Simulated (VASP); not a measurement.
# InSb (F-43m) in VASP: notebook

InSb is run at these levels: PBE; tasks: single point.

Program: VASP 6.6.1. These are calculated values, not measurements. Logs are shortened: lines on timing, memory, paths and dates and some standing lists are left out, and cuts for length are marked.

## 1. The cell of the first run

Symmetry: F-43m, No. 216, cubic system. Conventional cell: a = 5.697 Å, b = 5.697 Å, c = 5.697 Å, α = 90.00°, β = 90.00°, γ = 90.00°. Within 3.3 Å of In (site symmetry -43m) lie 4 Sb at 2.47 Å. Within 3.3 Å of Sb (site symmetry -43m) lie 4 In at 2.47 Å.

## 2. Single point, PBE

INCAR

```
SYSTEM = InSb
PREC     = Accurate       ! precision mode
ENCUT    = 520            ! plane-wave cutoff, eV
EDIFF    = 1E-6           ! SCF threshold, eV
ISMEAR   = -1             ! smearing method
SIGMA    = 0.15           ! smearing width, eV
LREAL    = .False.        ! projectors in reciprocal space
LASPH    = .True.         ! aspherical terms in the spheres
NELM     = 60             ! most SCF steps
ALGO     = Normal         ! electronic algorithm
ISIF     = 2              ! what is computed and relaxed
LWAVE    = .False.        ! write WAVECAR
LCHARG   = .False.        ! write CHGCAR
GGA      = PE             ! functional
NBANDS   = 16             ! bands
```

KPOINTS

```
Automatic mesh
0
Gamma
  12 12 12
  0 0 0
```

POSCAR

```
InSb
1.0
    0.0000000000      2.8484227257      2.8484227257
    2.8484227257      0.0000000000      2.8484227257
    2.8484227257      2.8484227257      0.0000000000
In Sb
1 1
Direct
    0.0000000000      0.0000000000      0.0000000000
    0.7500000000      0.7500000000      0.7500000000
```

Potentials or basis: VASP PAW PBE potentials, release 64 (In_d, Sb).

The run is started by

```
> cat potpaw_PBE.64/In_d/POTCAR potpaw_PBE.64/Sb/POTCAR > POTCAR
> mpirun -np 1 vasp_std > vasp.out
```

OUTCAR:

```text
SYSTEM = InSb
   PREC = Accurate
   ENCUT = 520
   EDIFF = 1E-6
   ISMEAR = -1
   LREAL = .False.
   LASPH = .True.
   NELM = 60
   ISIF = 2
   GGA = PE

 ion  position               nearest neighbor table
   1  0.000  0.000  0.000-   2 2.47   2 2.47   2 2.47   2 2.47
   2  0.750  0.750  0.750-   1 2.47   1 2.47   1 2.47   1 2.47

  LATTYP: Found a face centered cubic cell.
 ALAT       =     5.6968454514

  Lattice vectors:

 A1 = (   0.0000000000,   2.8484227257,   2.8484227257)
 A2 = (   2.8484227257,   0.0000000000,   2.8484227257)
 A3 = (   2.8484227257,   2.8484227257,   0.0000000000)

Analysis of symmetry for initial positions (statically):
=====================================================================
 Subroutine PRICEL returns:
 Original cell was already a primitive cell.

 Routine SETGRP: Setting up the symmetry group for a
 face centered cubic supercell.

 Subroutine GETGRP returns: Found 24 space group operations
 (whereof 24 operations were pure point group operations)
 out of a pool of 48 trial point group operations.

The static configuration has the point symmetry T_d .

Analysis of symmetry for dynamics (positions and initial velocities):
=====================================================================
 Subroutine PRICEL returns:
 Original cell was already a primitive cell.

 Routine SETGRP: Setting up the symmetry group for a
 face centered cubic supercell.

 Subroutine GETGRP returns: Found 24 space group operations
 (whereof 24 operations were pure point group operations)
 out of a pool of 48 trial point group operations.

The dynamic configuration has the point symmetry T_d .

 Subroutine INISYM returns: Found 24 space group operations
 (whereof 24 operations are pure point group operations),
 and found     1 'primitive' translations

----------------------------------------------------------------------------------------

                                     Primitive cell

  volume of cell :      46.2214

  direct lattice vectors                    reciprocal lattice vectors
     0.000000000  2.848422726  2.848422726    -0.175535743  0.175535743  0.175535743
     2.848422726  0.000000000  2.848422726     0.175535743 -0.175535743  0.175535743
     2.848422726  2.848422726  0.000000000     0.175535743  0.175535743 -0.175535743

  length of vectors
     4.028278050  4.028278050  4.028278050     0.304036826  0.304036826  0.304036826

  position of ions in fractional coordinates (direct lattice)
     0.000000000  0.000000000  0.000000000
     0.750000000  0.750000000  0.750000000

  ion indices of the primitive-cell ions
   primitive index   ion index
                 1           1
                 2           2

----------------------------------------------------------------------------------------

 KPOINTS: Automatic mesh

Automatic generation of k-mesh.
 Grid dimensions read from file:
 generate k-points for:   12   12   12

 Generating k-lattice:

  Cartesian coordinates                     Fractional coordinates (reciprocal lattice)
    -0.014627979  0.014627979  0.014627979     0.083333333  0.000000000  0.000000000
     0.014627979 -0.014627979  0.014627979     0.000000000  0.083333333  0.000000000
     0.014627979  0.014627979 -0.014627979     0.000000000  0.000000000  0.083333333

  Length of vectors
     0.025336402  0.025336402  0.025336402

  Shift w.r.t. Gamma in fractional coordinates (k-lattice)
     0.000000000  0.000000000  0.000000000

 Subroutine IBZKPT returns following result:
 ===========================================

 Found     72 irreducible k-points:

 Following reciprocal coordinates:
            Coordinates               Weight
  0.000000  0.000000  0.000000      1.000000
  0.083333  0.000000  0.000000      8.000000
  0.166667  0.000000  0.000000      8.000000
  0.250000  0.000000  0.000000      8.000000
  0.333333  0.000000  0.000000      8.000000
  0.416667  0.000000  0.000000      8.000000
[... 16 lines left out ...]
  0.500000  0.166667  0.000000     24.000000
 -0.416667  0.166667  0.000000     24.000000
 [... further k-points ...]
   k-points           NKPTS =     72   k-points in BZ     NKDIM =     72   number of bands    NBANDS=     16
   number of dos      NEDOS =    301   number of ions     NIONS =      2
   total plane-waves  NPLWV =  27000
   dimension x,y,z NGX =    30 NGY =   30 NGZ =   30
   dimension x,y,z NGXF=    60 NGYF=   60 NGZF=   60
   ions per type =               1   1
   NGX,Y,Z   is equivalent  to a cutoff of  12.38, 12.38, 12.38 a.u.
   NGXF,Y,Z  is equivalent  to a cutoff of  24.76, 24.76, 24.76 a.u.
 SYSTEM =  InSb
   PREC   = accura    normal or accurate (medium, high low for compatibility)
   ISTART =      0    job   : 0-new  1-cont  2-samecut
   ICHARG =      2    charge: 1-file 2-atom 10-const
   ISPIN  =      1    spin polarized calculation?
   LNONCOLLINEAR =      F non collinear calculations
   LSORBIT =      F    spin-orbit coupling
   LASPH  =      T    aspherical Exc in radial PAW
   ENCUT  =  520.0 eV  38.22 Ry    6.18 a.u.   7.49  7.49  7.49*2*pi/ulx,y,z
   NELM   =     60;   NELMIN=  2; NELMDL= -5     # of ELM steps
   EDIFF  = 0.1E-05   stopping-criterion for ELM
   LREAL  =      F    real-space projection
   EDIFFG = 0.1E-04   stopping-criterion for IOM
   NSW    =      0    number of steps for IOM
   IBRION =     -1    ionic relax: 0-MD 1-quasi-New 2-CG
   NFREE  =      0    steps in history (QN), initial steepest desc. (CG)
   ISIF   =      2    stress and relaxation
   ISYM   =      2    0-nonsym 1-usesym 2-fastsym
   POTIM  = 0.5000    time-step for ionic-motion
   TEBEG  =    0.0;   TEEND  =   0.0 temperature during run
   PSTRESS=    0.0 pullay stress
   NELECT =      18.0000    total number of electrons
   NUPDOWN=      -1.0000    fix difference up-down
   EMIN   =  10.00;   EMAX   =-10.00  energy-range for DOS
   EFERMI =   0.00;   METHOD = LEGACY
   ISMEAR =    -1;   SIGMA  =   0.15  broadening in eV -4-tet -1-fermi 0-gaus
   EFERMI_NEDOS =   21; number of points for ismear=-14 and -15
   IALGO  =     38    algorithm
   IMIX   =      4    mixing-type and parameters
     AMIX     =   0.40;   BMIX     =  1.00
     AMIX_MAG =   1.60;   BMIX_MAG =  1.00
  volume/ion in A,a.u.               =      23.11       155.96
  Fermi-wavevector in a.u.,A,eV,Ry     =   1.195505  2.259176 19.445869  1.429231
  Thomas-Fermi vector in A             =   2.331468
   LORBIT       =      0    0 simple, 1 ext, 2 COOP (PROOUT), +10 PAW based schemes
   GGA     = PE    functional components
   LHFCALC =     F    Hartree Fock is set to
   AEXX    =    0.0000 exact exchange contribution
   IVDW    =     0    specifies the selected vdW correction
   LEPSILON=     F    determine dielectric tensor
   LRPA    =     F    only Hartree local field effects (RPA)
 non-spin polarized calculation
  energy-cutoff  :      520.00
  volume of cell :       46.22
 maximum number of plane-waves:      1267
 NGX is ok and might be reduce to    30
   NGX = 15   NGY = 15   NGZ = 15

 number of electron      17.9999992 magnetization

 Free energy of the ion-electron system (eV)
  ---------------------------------------------------
  ext. energy  EPLUGINS =         0.00000000
  ---------------------------------------------------
  free energy    TOTEN  =        -4.24474836 eV

  energy without entropy =       -4.23888911  energy(sigma->0) =       -4.24181873

 E-fermi :  10.4320     XC(G=0): -10.4601

 val. band max:       10.3242425706   @ k =   0.0000   0.0000   0.0000
 cond. band min:      10.6712630024   @ k =   0.4167   0.4167   0.0000
 fundamental gap:      0.3470204318
 Fermi energy:        10.4320107159

 k-point     1 :       0.0000    0.0000    0.0000
  band No.  band energies     occupation
      1      -5.8766      2.00000
      2      -5.8766      2.00000
      3      -5.8766      2.00000
      4      -5.6121      2.00000
      5      -5.6121      2.00000
      6      -3.6907      2.00000
[... 8 lines left out ...]
     15      18.8560      0.00000
     16      18.8560      0.00000

 k-point     2 :       0.0833    0.0000    0.0000
  band No.  band energies     occupation
      1      -5.8932      2.00000
      2      -5.8712      2.00000
      3      -5.8712      2.00000
      4      -5.6131      2.00000
      5      -5.6131      2.00000
      6      -3.5811      2.00000
[... 8 lines left out ...]
     15      18.1179      0.00000
     16      18.1179      0.00000

 k-point     3 :       0.1667    0.0000    0.0000
  band No.  band energies     occupation
      1      -5.9354      2.00000
      2      -5.8568      2.00000
      3      -5.8568      2.00000
      4      -5.6151      2.00000
      5      -5.6151      2.00000
      6      -3.2605      2.00000
[... 8 lines left out ...]
     15      17.5854      0.00000
     16      17.5854      0.00000

 k-point     4 :       0.2500    0.0000    0.0000
  band No.  band energies     occupation
      1      -5.9877      2.00000
      2      -5.8389      2.00000
      3      -5.8389      2.00000
      4      -5.6160      2.00000
      5      -5.6160      2.00000
      6      -2.7509      2.00000
[... 8 lines left out ...]
     15      17.6659      0.00000
     16      17.6659      0.00000
[... 324 lines left out ...]
 k-point    22 :       0.4167    0.1667    0.0000
  band No.  band energies     occupation
      1      -6.0734      2.00000
      2      -5.8008      2.00000
      3      -5.7880      2.00000
      4      -5.6422      2.00000
      5      -5.6039      2.00000
      6      -1.5256      2.00000
[... 8 lines left out ...]
     15      20.3970      0.00000
     16      20.6547      0.00000

 k-point    23 :       0.5000    0.1667    0.0000
  band No.  band energies     occupation
      1      -6.0895      2.00000
      2      -5.7980      2.00000
      3      -5.7841      2.00000
      4      -5.6334      2.00000
      5      -5.6071      2.00000
      6      -0.9022      2.00000
[... 8 lines left out ...]
     15      20.4428      0.00000
     16      20.7963      0.00000

 k-point    24 :      -0.4167    0.1667    0.0000
  band No.  band energies     occupation
      1      -6.0893      2.00000
      2      -5.7983      2.00000
      3      -5.7873      2.00000
      4      -5.6243      2.00000
      5      -5.6142      2.00000
      6      -0.7824      2.00000
[... 8 lines left out ...]
     15      19.1641      0.00000
     16      19.6105      0.00000

 [... further k-points ...]
[... 5 lines left out ...]
  --------------------------------------------------------------------------------------
  -------------------------------------------------------------------------------------
  Total       14.3725409     14.3725409     14.3725409      0.0000000      0.0000000     -0.0000000
  in kB      498.1966629    498.1966629    498.1966629      0.0000000      0.0000000     -0.0000000
  external PRESSURE =     498.1966629 kB  Pullay stress =       0.0000000 kB

 VOLUME and BASIS-vectors are now :
 -----------------------------------------------------------------------------
  energy-cutoff  :      520.00
  volume of cell :       46.22
      direct lattice vectors                 reciprocal lattice vectors
     0.000000000  2.848422726  2.848422726    -0.175535743  0.175535743  0.175535743
     2.848422726  0.000000000  2.848422726     0.175535743 -0.175535743  0.175535743
     2.848422726  2.848422726  0.000000000     0.175535743  0.175535743 -0.175535743

 POSITION                                       TOTAL-FORCE (eV/Angst)
 -----------------------------------------------------------------------------------
      0.00000      0.00000      0.00000        -0.000000     -0.000000     -0.000000
      4.27263      4.27263      4.27263         0.000000      0.000000      0.000000
 -----------------------------------------------------------------------------------
    total drift:                               -0.000000     -0.000000     -0.000000

  FREE ENERGIE OF THE ION-ELECTRON SYSTEM (eV)
  ---------------------------------------------------
  free  energy   TOTEN  =        -4.2447483618 eV

  energy  without entropy=       -4.2388891052  energy(sigma->0) =       -4.24181873
```

It took 74 s on 1 thread of AMD EPYC 7R13, shared host; peak memory 0.18 GiB.

What came out:

```yaml
Free_energy: -4.2447 eV
Pressure: 49.8 GPa
Band_gap_on_the_k_mesh: 0.35 eV (least direct gap 2.10 eV)
```

Caveat: the cell stands under pressure; spin-orbit coupling is left out, which moves the levels of the heavy elements. A k mesh can miss the band edges.

## 3. Single point, PBE

This run uses another cell than the first one, of 31.86 Å³/atom.

INCAR

```
SYSTEM = InSb
PREC = Accurate
ENCUT = 520
EDIFF = 1E-7
ISMEAR = -1
SIGMA = 0.15
LREAL = .False.
LASPH = .True.
NELM = 80
ALGO = Normal
ISIF = 2
LWAVE = .False.
LCHARG = .False.
GGA = PE
NBANDS = 16
```

KPOINTS is that of step 2.

POSCAR

```
InSb
1.0
    0.0000000000      3.1700315912      3.1700315912
    3.1700315912      0.0000000000      3.1700315912
    3.1700315912      3.1700315912      0.0000000000
In Sb
1 1
Direct
    0.0000000000      0.0000000000      0.0000000000
    0.7500000000      0.7500000000      0.7500000000
```

Potentials or basis: VASP PAW PBE potentials, release 64 (In_d, Sb).

The run is started by

```
> cat potpaw_PBE.64/In_d/POTCAR potpaw_PBE.64/Sb/POTCAR > POTCAR
> mpirun -np 1 vasp_std > vasp.out
```

It took 2.6 min on 1 thread of AMD EPYC 7R13, shared host; peak memory 0.22 GiB.

Results (log left out):

* Free energy: -6.7764 eV
* Pressure: 7.0 GPa

Levels at points of the mesh, in eV from the Fermi level:
```
           k point  band 5  band 6  band 7  band 8  band 9  band 10  band 11  band 12  band 13  band 14
(0.00, 0.00, 0.00)  -14.98  -11.48   -0.32   -0.32   -0.32    -0.13     2.62     2.62     2.62     5.46
(0.50, 0.00, 0.00)  -14.98   -9.94   -6.27   -1.44   -1.44     0.33     3.49     3.49     5.72     8.32
(0.50, 0.50, 0.00)  -14.97   -9.24   -6.53   -2.81   -2.81     0.90     0.96     8.22     8.22     8.93
```

Caveat: the cell stands under pressure; spin-orbit coupling is left out, which moves the levels of the heavy elements.

(Continued in part 2 of 2.)
